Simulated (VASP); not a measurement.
# ScInSbP3 (P-6m2) in VASP: notebook, part 2 of 2

VASP 6.6.1. Earlier steps stand in the parts before.

### Step 4. Relaxation of cell and atoms, PBE

This run uses another cell than the first one, of 26.79 Å³/atom, 1.149 times its volume.

Contents of INCAR:

```
SYSTEM = ScInSbP3
PREC = Accurate
ENCUT = 600
EDIFF = 1E-6
ISMEAR = 0
SIGMA = 0.1
LREAL = .False.
LASPH = .True.
NELM = 60
ALGO = Normal
ISIF = 3
LWAVE = .False.
LCHARG = .False.
GGA = PE
IBRION = 2
NSW = 90
EDIFFG = -0.04
```

Contents of KPOINTS:

```
regular mesh
0
Gamma
  6 6 4
  0 0 0
```

Contents of POSCAR:

```
ScInSbP3
1.0
    5.3774526600      0.0000000000      0.0000000000
   -2.6887263300      4.6570106100      0.0000000000
    0.0000000000      0.0000000000      6.4187000300
Sc In Sb P
1 1 1 3
Direct
    0.6666666700      0.3333333300      0.0000000000
    0.3333333300      0.6666666700      0.5000000000
    0.0000000000      0.0000000000      0.5000000000
    0.1418073500      0.8581926500      0.0000000000
    0.1418073500      0.2836147000      0.0000000000
    0.7163853000      0.8581926500      0.0000000000
```

On the command line:

```
cat potpaw_PBE.64/Sc_sv/POTCAR potpaw_PBE.64/In_d/POTCAR potpaw_PBE.64/Sb/POTCAR potpaw_PBE.64/P/POTCAR > POTCAR
mpirun -np 1 vasp_std > vasp.out
```

Run time: 17 min. Hardware: 1 thread of Intel Xeon Platinum 8488C (Sapphire Rapids), shared host; peak memory 0.47 GiB.

Results (log left out):

```yaml
Free_energy: -28.7456 eV
Relaxed_volume: 23.25 Å³/atom
Relaxed_cell: a = 5.354 Å, b = 5.354 Å, c = 5.620 Å, α = 90.00°, β = 90.00°, γ = 120.00°
Space_group_after_relaxing_to_0.05_Å: P-6m2 (No. 187)
Energy_gained_by_relaxing: 64.9 meV/atom
Ionic_steps: 13
Pressure_after_relaxing: 0.2 GPa
Largest_force_after_relaxing: 0.018 eV/Å
Band_gap_on_the_k_mesh: zero (band 22 reaches 6.75 eV, above the bottom of band 23 at 5.78 eV)
```

Forces on the atoms (eV/Å):
```
Sc   0.000  0.000  0.000
In   0.000  0.000  0.000
Sb   0.000  0.000  0.000
P    0.016 -0.009  0.000
P    0.000  0.018  0.000
P   -0.016 -0.009  0.000
```

Stress tensor (GPa, compression positive):
```
0.25 0.00 0.00
0.00 0.25 0.00
0.00 0.00 0.01
```

The path:
```
step  energy change (eV)  largest force (eV/Å)  pressure (GPa)  volume (Å³)
   1              0.0000                0.5010           -2.92       160.74
   2             -0.1686                0.5403           -0.26       149.64
   3             -0.1846                0.5506            1.00       145.58
   4             -0.3036                0.0196            0.74       142.04
   5             -0.3307                0.0471            0.80       140.30
   6             -0.3400                0.3110            1.17       136.75
   7             -0.3454                0.1925            1.00       138.21
   8             -0.3682                0.2207           -0.57       141.49
   9             -0.3683                0.2224           -0.66       141.72
  10             -0.3839                0.1240           -0.47       141.01
  11             -0.3889                0.0191           -0.26       140.42
  12             -0.3889                0.0102           -0.24       140.37
  13             -0.3891                0.0179            0.17       139.52
```

Final structure:
```yaml
crystal:
  lattice:
    - [5.35424, 0.00000, 0.00000]
    - [-2.67712, 4.63691, 0.00000]
    - [0.00000, 0.00000, 5.61950]
  atoms:
    - { symbol: Sc, position: [0.66667, 0.33333, 0.00000] }
    - { symbol: In, position: [0.33333, 0.66667, 0.50000] }
    - { symbol: Sb, position: [0.00000, 0.00000, 0.50000] }
    - { symbol: P, position: [0.14936, 0.85064, 0.00000] }
    - { symbol: P, position: [0.14936, 0.29872, 0.00000] }
    - { symbol: P, position: [0.70128, 0.85064, 0.00000] }
```

Levels at points of the mesh, in eV from the Fermi level:
```csv
k point,band 18,band 19,band 20,band 21,band 22,band 23,band 24,band 25,band 26
"(0.00, 0.00, 0.00)",-2.30,-1.40,-1.40,-0.81,-0.81,0.62,0.62,0.70,0.94
"(0.50, 0.00, 0.00)",-3.10,-2.37,-2.02,-1.47,-0.96,-0.63,-0.17,1.64,1.95
"(0.00, 0.00, 0.50)",-3.03,-3.03,-2.12,-1.22,-0.08,-0.08,1.62,1.82,1.82
"(0.50, 0.00, 0.50)",-2.32,-2.31,-1.05,-0.94,-0.50,-0.18,0.20,0.95,1.03
```

Caveat: spin-orbit coupling is left out, which moves the levels of the heavy elements; this functional lacks dispersion, which binds the layers, so the pressure and a relaxed spacing across them are unreliable.

### Step 5. Single point, PBE

This run uses another cell than the first one, of 23.79 Å³/atom, 1.020 times its volume.

Contents of INCAR:

```
SYSTEM = ScInSbP3
PREC = Accurate
ENCUT = 520
EDIFF = 1E-6
ISMEAR = 0
SIGMA = 0.1
LREAL = .FALSE.
LASPH = .TRUE.
NELM = 100
ALGO = Normal
ISIF = 2
LWAVE = .FALSE.
LCHARG = .TRUE.
GGA = PE
LELF = .TRUE.
LVHAR = .TRUE.
NBANDS = 31
```

Contents of KPOINTS:

```
Automatic mesh
0
G
  12 12 8
  0 0 0
```

Contents of POSCAR:

```
ScInSbP3
1.0
    5.3158697704      0.0000000000      0.0000000000
   -2.6579348852      4.6036782644      0.0000000000
    0.0000000000      0.0000000000      5.8317127087
Sc In Sb P
1 1 1 3
Direct
    0.6666666667      0.3333333333      0.0000000000
    0.3333333333      0.6666666667      0.5000000000
    0.0000000000      0.0000000000      0.5000000000
    0.1482389625      0.8517610375      0.0000000000
    0.1482389625      0.2964779250      0.0000000000
    0.7035220750      0.8517610375      0.0000000000
```

On the command line:

```
cat potpaw_PBE.64/Sc_sv/POTCAR potpaw_PBE.64/In_d/POTCAR potpaw_PBE.64/Sb/POTCAR potpaw_PBE.64/P/POTCAR > POTCAR
mpirun -np 1 vasp_std > vasp.out
```

Run time: 7.5 min. Hardware: 1 thread of Intel Xeon Platinum 8488C (Sapphire Rapids), shared host; peak memory 0.58 GiB.

Results (log left out):

* Free energy: -28.6786 eV
* Pressure: -0.1 GPa
* Largest force: 0.068 eV/Å
* Band gap on the k mesh: zero (band 22 reaches 6.62 eV, above the bottom of band 23 at 5.56 eV)

Forces in eV/Å, atoms in the order of the input:
```
Sc   0.000  0.000  0.000
In   0.000  0.000  0.000
Sb   0.000  0.000  0.000
P   -0.058  0.034  0.000
P    0.000 -0.068  0.000
P    0.058  0.034  0.000
```

Levels at points of the mesh, in eV from the Fermi level:
| k point | band 20 | band 21 | band 22 | band 23 | band 24 | band 25 |
| --- | --- | --- | --- | --- | --- | --- |
| (0.00, 0.00, 0.00) | -1.37 | -0.66 | -0.66 | 0.66 | 0.66 | 0.91 |
| (0.50, 0.00, 0.00) | -2.02 | -1.38 | -0.87 | -0.51 | -0.01 | 1.65 |
| (0.00, 0.00, 0.50) | -2.48 | -1.45 | 0.09 | 0.09 | 1.56 | 1.56 |
| (0.50, 0.00, 0.50) | -0.90 | -0.86 | -0.72 | -0.12 | -0.03 | 0.72 |

Caveat: spin-orbit coupling is left out, which moves the levels of the heavy elements; this functional lacks dispersion, which binds the layers, so the pressure and a relaxed spacing across them are unreliable.

### Step 6. Single point, PBE, collinear spin, ferromagnetic start

Contents of INCAR:

```
ALGO     = Normal         # electronic algorithm
EDIFF    = 1E-6           # SCF threshold, eV
ENCUT    = 520            # plane-wave cutoff, eV
GGA      = PE             # functional
ISIF     = 2              # what is computed and relaxed
ISMEAR   = 0              # smearing method
ISPIN    = 2              # spin polarisation
LASPH    = T              # aspherical terms in the spheres
LCHARG   = F              # write CHGCAR
LMAXMIX  = 4              # l up to which the mixer works
LORBIT   = 11             # projections on sites
LREAL    = F              # projectors in reciprocal space
LWAVE    = F              # write WAVECAR
MAGMOM   = 1 0 0 0 0 0    # initial moments
NBANDS   = 35             # bands
NELM     = 150            # most SCF steps
PREC     = Accurate       # precision mode
SIGMA    = 0.1            # smearing width, eV
```

Contents of KPOINTS:

```
k-points
0
Gamma
  6 6 4
```

Contents of POSCAR:

```
ScInSbP3
1.0
    5.3546042349      0.0000000000      0.0000000000
   -2.6773021174      4.6372232946      0.0000000000
    0.0000000000      0.0000000000      5.6363386632
Sc In Sb P
1 1 1 3
Direct
    0.6666666667      0.3333333333      0.0000000000
    0.3333333333      0.6666666667      0.5000000000
    0.0000000000      0.0000000000      0.5000000000
    0.1503806416      0.8496193584      0.0000000000
    0.1503806416      0.3007612832      0.0000000000
    0.6992387168      0.8496193584      0.0000000000
```

Potentials or basis: VASP PAW PBE potentials, release 64 (Sc_sv, In_d, Sb, P).

On the command line:

```
cat potpaw_PBE.64/Sc_sv/POTCAR potpaw_PBE.64/In_d/POTCAR potpaw_PBE.64/Sb/POTCAR potpaw_PBE.64/P/POTCAR > POTCAR
mpirun -np 1 vasp_std > vasp.out
```

Run time: 4.3 min. Hardware: 1 thread of Intel Xeon Platinum 8488C (Sapphire Rapids), shared host; peak memory 0.39 GiB.

It converged, with:

* Free energy: -28.7429 eV
* Pressure: -0.1 GPa
* Largest force: 0.073 eV/Å
* Band gap on the k mesh: zero (filled and empty bands overlap)
* Net moment: 0.00 μB per cell
* Valence electrons inside the program's atomic spheres: Sc 9.39; In 11.31; Sb 2.33; P 2.42

Forces in eV/Å, atoms in the order of the input:
```
Sc   0.000  0.000  0.000
In   0.000  0.000  0.000
Sb   0.000  0.000  0.000
P   -0.063  0.036  0.000
P    0.000 -0.073  0.000
P    0.063  0.036  0.000
```

Stress tensor (GPa, compression positive):
```
-0.02  0.00  0.00
 0.00 -0.02  0.00
 0.00  0.00 -0.27
```

Levels at points of the mesh, in eV from the Fermi level:
Spin up:
```tsv
k point	band 20	band 21	band 22	band 23	band 24	band 25
(0.00, 0.00, 0.00)	-1.39	-0.78	-0.78	0.62	0.62	0.71
(0.50, 0.00, 0.00)	-2.01	-1.45	-0.97	-0.63	-0.19	1.65
(0.00, 0.00, 0.50)	-2.08	-1.21	-0.06	-0.06	1.63	1.81
(0.50, 0.00, 0.50)	-1.02	-0.95	-0.48	-0.22	0.18	0.94
```
Spin down:
```csv
k point,band 20,band 21,band 22,band 23,band 24,band 25
"(0.00, 0.00, 0.00)",-1.39,-0.78,-0.78,0.62,0.62,0.71
"(0.50, 0.00, 0.00)",-2.01,-1.45,-0.97,-0.63,-0.19,1.65
"(0.00, 0.00, 0.50)",-2.08,-1.21,-0.06,-0.06,1.63,1.81
"(0.50, 0.00, 0.50)",-1.02,-0.95,-0.48,-0.22,0.18,0.94
```

Caveat: spin-orbit coupling is left out, which moves the levels of the heavy elements.

### Step 7. The runs side by side

```csv
task,spin,cell,k mesh,cutoff (eV),gap on the mesh (eV),pressure (GPa),largest force (eV/Å)
single point,off,"a = 5.355, b = 5.355, c = 5.636 Å, angles 90.0, 90.0, 120.0°, 6 atoms",6 × 6 × 4,520,none,-0.1,0.07
single point,off,"a = 5.377, b = 5.377, c = 6.419 Å, angles 90.0, 90.0, 120.0°, 6 atoms",6 × 6 × 4,520,none,-2.9,0.50
relaxation of cell and atoms,off,"relaxed from a = 5.377, b = 5.377, c = 6.419 Å, angles 90.0, 90.0, 120.0°, 6 atoms",6 × 6 × 4,600,none,0.2,0.02
single point,off,"a = 5.316, b = 5.316, c = 5.832 Å, angles 90.0, 90.0, 120.0°, 6 atoms",12 × 12 × 8,520,none,-0.1,0.07
single point,"collinear, ferromagnetic start","a = 5.355, b = 5.355, c = 5.636 Å, angles 90.0, 90.0, 120.0°, 6 atoms",6 × 6 × 4,520,none,-0.1,0.07
```

Alike in all rows: level PBE; potentials or basis VASP PAW PBE potentials, release 64 (Sc_sv, In_d, Sb, P); smearing gaussian 0.1 eV.

Caveats: spin-orbit coupling is left out, which moves the levels of the heavy elements; this functional lacks dispersion, which binds the layers, so the pressure and a relaxed spacing across them are unreliable (some runs).

Absolute energies hang on the potentials; compare differences alone.
